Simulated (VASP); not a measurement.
# AlCu (rocksalt type) (Fm-3m) in VASP: notebook, part 2 of 2

VASP 6.6.1.

### Step 3. Single point, PBEsol (volume scaled by 0.88)

Contents of INCAR:

```
SYSTEM = AlCu
  PREC = Accurate
  ENCUT = 520
  EDIFF = 1E-7
  ISMEAR = -1
  SIGMA = 0.1
  LREAL = .FALSE.
  LASPH = .TRUE.
  NELM = 60
  ALGO = Normal
  ISIF = 2
  LWAVE = .FALSE.
  LCHARG = .FALSE.
  GGA = PS
  NBANDS = 14
```

Contents of KPOINTS:

```
regular mesh
0
G
  14 14 14
  0 0 0
```

Contents of POSCAR:

```
AlCu
1.0
    0.0000000000      2.3876411869      2.3876411869
    2.3876411869      0.0000000000      2.3876411869
    2.3876411869      2.3876411869      0.0000000000
Cu Al
1 1
Direct
    0.0000000000      0.0000000000      0.0000000000
    0.5000000000      0.5000000000      0.5000000000
```

Potentials or basis: VASP PAW PBE potentials, release 64 (Cu, Al).

On the command line:

```bash
$ cat potpaw_PBE.64/Cu/POTCAR potpaw_PBE.64/Al/POTCAR > POTCAR
$ mpirun -np 1 vasp_std > vasp.out
```

OUTCAR:

```text
SYSTEM = AlCu
   PREC = Accurate
   ENCUT = 520
   EDIFF = 1E-7
   ISMEAR = -1
   LREAL = .FALSE.
   LASPH = .TRUE.
   NELM = 60
   ISIF = 2
   GGA = PS

 ion  position               nearest neighbor table
   1  0.000  0.000  0.000-   2 2.39   2 2.39   2 2.39   2 2.39   2 2.39   2 2.39
   2  0.500  0.500  0.500-   1 2.39   1 2.39   1 2.39   1 2.39   1 2.39   1 2.39

  LATTYP: Found a face centered cubic cell.
 ALAT       =     4.7752823738

  Lattice vectors:

 A1 = (   0.0000000000,   2.3876411869,   2.3876411869)
 A2 = (   2.3876411869,   0.0000000000,   2.3876411869)
 A3 = (   2.3876411869,   2.3876411869,   0.0000000000)

Analysis of symmetry for initial positions (statically):
=====================================================================
 Subroutine PRICEL returns:
 Original cell was already a primitive cell.

 Routine SETGRP: Setting up the symmetry group for a
 face centered cubic supercell.

 Subroutine GETGRP returns: Found 48 space group operations
 (whereof 48 operations were pure point group operations)
 out of a pool of 48 trial point group operations.

The static configuration has the point symmetry O_h .

Analysis of symmetry for dynamics (positions and initial velocities):
=====================================================================
 Subroutine PRICEL returns:
 Original cell was already a primitive cell.

 Routine SETGRP: Setting up the symmetry group for a
 face centered cubic supercell.

 Subroutine GETGRP returns: Found 48 space group operations
 (whereof 48 operations were pure point group operations)
 out of a pool of 48 trial point group operations.

The dynamic configuration has the point symmetry O_h .

 Subroutine INISYM returns: Found 48 space group operations
 (whereof 48 operations are pure point group operations),
 and found     1 'primitive' translations

----------------------------------------------------------------------------------------

                                     Primitive cell

  volume of cell :      27.2231

  direct lattice vectors                    reciprocal lattice vectors
     0.000000000  2.387641187  2.387641187    -0.209411700  0.209411700  0.209411700
     2.387641187  0.000000000  2.387641187     0.209411700 -0.209411700  0.209411700
     2.387641187  2.387641187  0.000000000     0.209411700  0.209411700 -0.209411700

  length of vectors
     3.376634549  3.376634549  3.376634549     0.362711704  0.362711704  0.362711704

  position of ions in fractional coordinates (direct lattice)
     0.000000000  0.000000000  0.000000000
     0.500000000  0.500000000  0.500000000

  ion indices of the primitive-cell ions
   primitive index   ion index
                 1           1
                 2           2

----------------------------------------------------------------------------------------

 KPOINTS: regular mesh

Automatic generation of k-mesh.
 Grid dimensions read from file:
 generate k-points for:   14   14   14

 Generating k-lattice:

[... 22 lines left out ...]
  0.285714  0.000000  0.000000      8.000000
  0.357143  0.000000  0.000000      8.000000
[... 16 lines left out ...]
  0.214286  0.142857  0.000000     24.000000
  0.285714  0.142857  0.000000     24.000000
 [... further k-points ...]
   k-points           NKPTS =    104   k-points in BZ     NKDIM =    104   number of bands    NBANDS=     14
   number of dos      NEDOS =    301   number of ions     NIONS =      2
   total plane-waves  NPLWV =  21952
   dimension x,y,z NGX =    28 NGY =   28 NGZ =   28
   dimension x,y,z NGXF=    56 NGYF=   56 NGZF=   56
   ions per type =               1   1
   NGX,Y,Z   is equivalent  to a cutoff of  13.79, 13.79, 13.79 a.u.
   NGXF,Y,Z  is equivalent  to a cutoff of  27.57, 27.57, 27.57 a.u.
 SYSTEM =  AlCu
   PREC   = accura    normal or accurate (medium, high low for compatibility)
   ISTART =      0    job   : 0-new  1-cont  2-samecut
   ICHARG =      2    charge: 1-file 2-atom 10-const
   ISPIN  =      1    spin polarized calculation?
   LNONCOLLINEAR =      F non collinear calculations
   LSORBIT =      F    spin-orbit coupling
   LASPH  =      T    aspherical Exc in radial PAW
   ENCUT  =  520.0 eV  38.22 Ry    6.18 a.u.   6.28  6.28  6.28*2*pi/ulx,y,z
   NELM   =     60;   NELMIN=  2; NELMDL= -5     # of ELM steps
   EDIFF  = 0.1E-06   stopping-criterion for ELM
   LREAL  =      F    real-space projection
   EDIFFG = 0.1E-05   stopping-criterion for IOM
   NSW    =      0    number of steps for IOM
   IBRION =     -1    ionic relax: 0-MD 1-quasi-New 2-CG
   NFREE  =      0    steps in history (QN), initial steepest desc. (CG)
   ISIF   =      2    stress and relaxation
   ISYM   =      2    0-nonsym 1-usesym 2-fastsym
   POTIM  = 0.5000    time-step for ionic-motion
   TEBEG  =    0.0;   TEEND  =   0.0 temperature during run
   PSTRESS=    0.0 pullay stress
   NELECT =      14.0000    total number of electrons
   NUPDOWN=      -1.0000    fix difference up-down
   EMIN   =  10.00;   EMAX   =-10.00  energy-range for DOS
   EFERMI =   0.00;   METHOD = LEGACY
   ISMEAR =    -1;   SIGMA  =   0.10  broadening in eV -4-tet -1-fermi 0-gaus
   EFERMI_NEDOS =   21; number of points for ismear=-14 and -15
   IALGO  =     38    algorithm
   IMIX   =      4    mixing-type and parameters
     AMIX     =   0.40;   BMIX     =  1.00
     AMIX_MAG =   1.60;   BMIX_MAG =  1.00
  volume/ion in A,a.u.               =      13.61        91.86
  Fermi-wavevector in a.u.,A,eV,Ry     =   1.311611  2.478586 23.406428  1.720324
  Thomas-Fermi vector in A             =   2.442061
   LORBIT       =      0    0 simple, 1 ext, 2 COOP (PROOUT), +10 PAW based schemes
   GGA     = PS    functional components
   LHFCALC =     F    Hartree Fock is set to
   AEXX    =    0.0000 exact exchange contribution
   IVDW    =     0    specifies the selected vdW correction
   LEPSILON=     F    determine dielectric tensor
   LRPA    =     F    only Hartree local field effects (RPA)
 non-spin polarized calculation
  energy-cutoff  :      520.00
  volume of cell :       27.22
 maximum number of plane-waves:       754
 NGX is ok and might be reduce to    28
   NGX = 13   NGY = 13   NGZ = 13

 number of electron      14.0000011 magnetization

 Free energy of the ion-electron system (eV)
  ---------------------------------------------------
  ext. energy  EPLUGINS =         0.00000000
  ---------------------------------------------------
  free energy    TOTEN  =        -7.73984832 eV

  energy without entropy =       -7.71465479  energy(sigma->0) =       -7.72725156

 E-fermi :   8.2547     XC(G=0): -11.4937

 val. band max:        8.2494126015   @ k =  -0.2143   0.2857   0.0714
 cond. band min:       8.3316723611   @ k =  -0.4286   0.4286   0.1429
 fundamental gap:      0.0822597595
 Fermi energy:         8.2546857294

 k-point     1 :       0.0000    0.0000    0.0000
  band No.  band energies     occupation
      1      -2.5563      2.00000
      2       4.0744      2.00000
      3       4.0744      2.00000
      4       4.0744      2.00000
      5       4.0807      2.00000
      6       4.0807      2.00000
      7      14.5626      0.00000
      8      14.5626      0.00000
      9      14.5626      0.00000
     10      17.9864      0.00000
     11      17.9864      0.00000
     12      17.9864      0.00000
     13      19.5506      0.00000
     14      22.4868      0.00000
[... 377 lines left out ...]
      1      -1.0895      2.00000
      2       3.7606      2.00000
      3       3.8354      2.00000
      4       4.0338      2.00000
      5       4.3068      2.00000
      6       4.3635      2.00000
      7       9.6628      0.00000
      8      12.0491      0.00000
      9      14.1937      0.00000
     10      14.4268      0.00000
     11      16.7969      0.00000
     12      20.1633      0.00000
     13      20.3510      0.00000
     14      22.7920      0.00000

 [... further k-points ...]

------------------------ aborting loop because EDIFF is reached ----------------------------------------

  FORCE on cell =-STRESS in cart. coord.  units (eV):
  Direction    XX          YY          ZZ          XY          YZ          ZX
  --------------------------------------------------------------------------------------
  -------------------------------------------------------------------------------------
  Total        2.6119161      2.6119161      2.6119161      0.0000000      0.0000000      0.0000000
  in kB      153.7207963    153.7207963    153.7207963      0.0000000      0.0000000      0.0000000
  external PRESSURE =     153.7207963 kB  Pullay stress =       0.0000000 kB

 VOLUME and BASIS-vectors are now :
 -----------------------------------------------------------------------------
  energy-cutoff  :      520.00
  volume of cell :       27.22
      direct lattice vectors                 reciprocal lattice vectors
     0.000000000  2.387641187  2.387641187    -0.209411700  0.209411700  0.209411700
     2.387641187  0.000000000  2.387641187     0.209411700 -0.209411700  0.209411700
     2.387641187  2.387641187  0.000000000     0.209411700  0.209411700 -0.209411700

 POSITION                                       TOTAL-FORCE (eV/Angst)
 -----------------------------------------------------------------------------------
      0.00000      0.00000      0.00000        -0.000000     -0.000000     -0.000000
      2.38764      2.38764      2.38764         0.000000      0.000000      0.000000
 -----------------------------------------------------------------------------------
    total drift:                               -0.000000     -0.000000      0.000000

  FREE ENERGIE OF THE ION-ELECTRON SYSTEM (eV)
  ---------------------------------------------------
  free  energy   TOTEN  =        -7.7398483227 eV

  energy  without entropy=       -7.7146547885  energy(sigma->0) =       -7.72725156
```

OSZICAR:

```text
N       E                     dE             d eps       ncg     rms          rms(c)
DAV:   1     0.543859112229E+02    0.54386E+02   -0.64314E+03  2992   0.132E+03
DAV:   2    -0.729657002155E+01   -0.61682E+02   -0.55856E+02  3050   0.208E+02
DAV:   3    -0.958777502095E+01   -0.22912E+01   -0.22198E+01  3850   0.455E+01
DAV:   4    -0.962519515306E+01   -0.37420E-01   -0.37406E-01  3324   0.487E+00
DAV:   5    -0.962648980701E+01   -0.12947E-02   -0.12946E-02  4412   0.979E-01    0.125E+01
DAV:   6    -0.102507158826E+02   -0.62423E+00   -0.36015E+01  3362   0.161E+02    0.941E+00
DAV:   7    -0.779474283770E+01    0.24560E+01   -0.69451E+00  3536   0.719E+01    0.116E+00
DAV:   8    -0.774968298755E+01    0.45060E-01   -0.32666E-01  4198   0.125E+01    0.661E-01
DAV:   9    -0.774008883161E+01    0.95942E-02   -0.15090E-02  3452   0.112E+00    0.129E-01
DAV:  10    -0.773987757649E+01    0.21126E-03   -0.21031E-03  3814   0.119E+00    0.506E-02
DAV:  11    -0.773985016481E+01    0.27412E-04   -0.27033E-04  3908   0.407E-01    0.968E-03
DAV:  12    -0.773984868652E+01    0.14783E-05   -0.12425E-05  4476   0.771E-02    0.286E-03
DAV:  13    -0.773984832408E+01    0.36244E-06   -0.39073E-07  3390   0.813E-03    0.968E-04
DAV:  14    -0.773984832266E+01    0.14229E-08   -0.21328E-08  1798   0.337E-03
   1 F= -.77398483E+01 E0= -.77272516E+01  d E =-.251935E-01
```

Wall time 56 s (1 thread of AMD EPYC 7R43 (Zen 3), shared host); peak memory 0.14 GiB.

What came out:

```yaml
Free_energy: -7.7398 eV
Pressure: 15.4 GPa
Band_gap_on_the_k_mesh: zero (band 7 reaches 14.56 eV, above the bottom of band 8 at 6.71 eV)
```

Caveat: the cell differs from its parent crystal (volume scaled by 0.88); the PAW data sets were made with another functional, which shifts forces and pressure a little.

### Step 4. Single point, PBEsol (volume scaled by 0.94)

Contents of INCAR:

```
  ALGO = Normal
  EDIFF = 1E-6
  ENCUT = 520
  GGA = PS
  ISIF = 2
  ISMEAR = -1
  LASPH = T
  LCHARG = T
  LELF = T
  LREAL = F
  LVHAR = T
  LWAVE = F
  NBANDS = 14
  NELM = 80
  PREC = Accurate
  SIGMA = 0.1
```

Contents of KPOINTS:

```
k-points
0
Gamma
  14 14 14
```

Contents of POSCAR:

```
AlCu
1.0
    0.0000000000      2.4407171663      2.4407171663
    2.4407171663      0.0000000000      2.4407171663
    2.4407171663      2.4407171663      0.0000000000
Cu Al
1 1
Direct
    0.0000000000      0.0000000000      0.0000000000
    0.5000000000      0.5000000000      0.5000000000
```

On the command line:

```bash
$ cat potpaw_PBE.64/Cu/POTCAR potpaw_PBE.64/Al/POTCAR > POTCAR
$ mpirun -np 1 vasp_std > vasp.out
```

Run time: 51 s. Hardware: 1 thread of AMD EPYC 7R43 (Zen 3), shared host; peak memory 0.15 GiB.

Results (log left out):

```
Free energy            : -7.8648 eV
Pressure               : 6.6 GPa
Band gap on the k mesh : zero (band 7 reaches 13.44 eV, above the bottom of band 8 at 5.94 eV)
```

Levels at points of the mesh, in eV from the Fermi level:
| k point | band 4 | band 5 | band 6 | band 7 | band 8 | band 9 | band 10 | band 11 |
| --- | --- | --- | --- | --- | --- | --- | --- | --- |
| (0.00, 0.00, 0.00) | -3.90 | -3.90 | -3.90 | 5.97 | 5.97 | 5.97 | 9.51 | 9.51 |
| (0.50, 0.00, 0.00) | -4.21 | -3.46 | -3.46 | -2.76 | 5.77 | 5.77 | 6.81 | 6.81 |
| (0.50, 0.50, 0.00) | -3.70 | -3.35 | -3.35 | -1.96 | 1.06 | 1.06 | 4.14 | 5.24 |

Caveat: the cell differs from its parent crystal (volume scaled by 0.94); the PAW data sets were made with another functional, which shifts forces and pressure a little.

### Step 5. Single point, PBEsol

This run uses another cell than the first one, of 15.47 Å³/atom, 1.250 times its volume.

Contents of INCAR:

```
SYSTEM = AlCu
PREC = Accurate
ENCUT = 520
EDIFF = 1E-6
ISMEAR = -1
SIGMA = 0.1
LREAL = .FALSE.
LASPH = .TRUE.
NELM = 60
ALGO = Normal
ISIF = 2
LWAVE = .FALSE.
LCHARG = .FALSE.
GGA = PS
NBANDS = 14
```

Contents of KPOINTS:

```
regular mesh
0
G
  14 14 14
  0 0 0
```

Contents of POSCAR:

```
AlCu
1.0
    0.0000000000      2.4915800098      2.4915800098
    2.4915800098      0.0000000000      2.4915800098
    2.4915800098      2.4915800098      0.0000000000
Cu Al
1 1
Direct
    0.0000000000      0.0000000000      0.0000000000
    0.5000000000      0.5000000000      0.5000000000
```

On the command line:

```bash
$ cat potpaw_PBE.64/Cu/POTCAR potpaw_PBE.64/Al/POTCAR > POTCAR
$ mpirun -np 1 vasp_std > vasp.out
```

Wall time 53 s (1 thread of AMD EPYC 7R43 (Zen 3), shared host); peak memory 0.15 GiB.

Results (log left out):

```
Free energy            : -7.9028 eV
Pressure               : 0.3 GPa
Band gap on the k mesh : zero (band 7 reaches 12.45 eV, above the bottom of band 8 at 5.27 eV)
```

Levels at points of the mesh, in eV from the Fermi level:
```csv
k point,band 3,band 4,band 5,band 6,band 7,band 8,band 9,band 10,band 11,band 12
"(0.00, 0.00, 0.00)",-3.67,-3.66,-3.66,-3.66,5.67,5.67,5.67,9.30,9.30,9.30
"(0.50, 0.00, 0.00)",-3.96,-3.96,-3.27,-3.27,-2.64,5.67,5.67,6.46,6.46,7.81
"(0.50, 0.50, 0.00)",-3.69,-3.48,-3.16,-3.16,-1.91,1.06,1.06,3.73,5.19,16.87
```

Caveat: the PAW data sets were made with another functional, which shifts forces and pressure a little.

### Step 6. Relaxation of cell and atoms, PBEsol

This run uses another cell than the first one, of 15.98 Å³/atom, 1.292 times its volume.

Contents of INCAR:

```
SYSTEM = AlCu
  PREC = Accurate
  ENCUT = 600
  EDIFF = 1E-6
  ISMEAR = -1
  SIGMA = 0.1
  LREAL = .False.
  LASPH = .True.
  NELM = 60
  ALGO = Normal
  ISIF = 3
  LWAVE = .False.
  LCHARG = .False.
  GGA = PS
  IBRION = 2
  NSW = 60
  EDIFFG = -0.005
```

Contents of KPOINTS:

```
regular mesh
0
Gamma
  14 14 14
  0 0 0
```

Contents of POSCAR:

```
AlCu
1.0
    0.0000000000      2.5189918944      2.5189918944
    2.5189918944      0.0000000000      2.5189918944
    2.5189918944      2.5189918944      0.0000000000
Cu Al
1 1
Direct
    0.0000000000      0.0000000000      0.0000000000
    0.5000000000      0.5000000000      0.5000000000
```

Potentials or basis: VASP PAW PBE potentials, release 64 (Cu, Al).

On the command line:

```bash
$ cat potpaw_PBE.64/Cu/POTCAR potpaw_PBE.64/Al/POTCAR > POTCAR
$ mpirun -np 1 vasp_std > vasp.out
```

Run time: 96 s. Hardware: 1 thread of AMD EPYC 7R43 (Zen 3), shared host; peak memory 0.16 GiB.

Results (log left out):

- Free energy: -7.9032 eV
- Relaxed volume: 15.52 Å³/atom
- Relaxed cell: a = 3.527 Å, b = 3.527 Å, c = 3.527 Å, α = 60.00°, β = 60.00°, γ = 60.00°
- Space group after relaxing (to 0.05 Å): Fm-3m (No. 225)
- Energy gained by relaxing: 3.8 meV/atom
- Ionic steps: 4
- Pressure after relaxing: 0.0 GPa
- Band gap on the k mesh: zero (band 7 reaches 12.40 eV, above the bottom of band 8 at 5.23 eV)

Step by step:
```csv
step,energy change (eV),largest force (eV/Å),pressure (GPa),volume (Å³)
1,0.0000,0.0000,-2.33,31.97
2,-0.0074,0.0000,0.33,30.90
3,-0.0075,0.0000,0.07,31.01
4,-0.0075,0.0000,-0.03,31.03
```

Final structure:
```
Cu Al
1.0
     0.00000    2.49424    2.49424
     2.49424    0.00000    2.49424
     2.49424    2.49424    0.00000
Cu Al
1 1
Direct
  0.00000 0.00000 0.00000
  0.50000 0.50000 0.50000
```

Levels at points of the mesh, in eV from the Fermi level:
| k point | band 3 | band 4 | band 5 | band 6 | band 7 | band 8 | band 9 | band 10 | band 11 |
| --- | --- | --- | --- | --- | --- | --- | --- | --- | --- |
| (0.00, 0.00, 0.00) | -3.66 | -3.64 | -3.64 | -3.64 | 5.65 | 5.65 | 5.65 | 9.29 | 9.29 |
| (0.50, 0.00, 0.00) | -3.94 | -3.94 | -3.26 | -3.26 | -2.63 | 5.66 | 5.66 | 6.44 | 6.44 |
| (0.50, 0.50, 0.00) | -3.67 | -3.47 | -3.15 | -3.15 | -1.91 | 1.06 | 1.06 | 3.71 | 5.19 |

Caveat: the PAW data sets were made with another functional, which shifts forces and pressure a little.

### Step 7. Summary

| task | cell | cutoff (eV) | gap on the mesh (eV) | pressure (GPa) |
| --- | --- | --- | --- | --- |
| single point | a = 3.271 Å, angles 60.0°, 2 atoms | 520 | none | 32.8 |
| single point | a = 3.377 Å, angles 60.0°, 2 atoms | 520 | none | 15.4 |
| single point | a = 3.452 Å, angles 60.0°, 2 atoms | 520 | none | 6.6 |
| single point | a = 3.524 Å, angles 60.0°, 2 atoms | 520 | none | 0.3 |
| relaxation of cell and atoms | relaxed from a = 3.562 Å, angles 60.0°, 2 atoms | 600 | none | 0.0 |

Alike in all rows: level PBEsol; potentials or basis VASP PAW PBE potentials, release 64 (Cu, Al); no spin polarisation; k mesh 14 × 14 × 14; smearing fermi-dirac 0.1 eV.

Caveats: the PAW data sets were made with another functional, which shifts forces and pressure a little.

Total energies depend on the potentials used, so only differences within one code and one set of settings carry meaning.
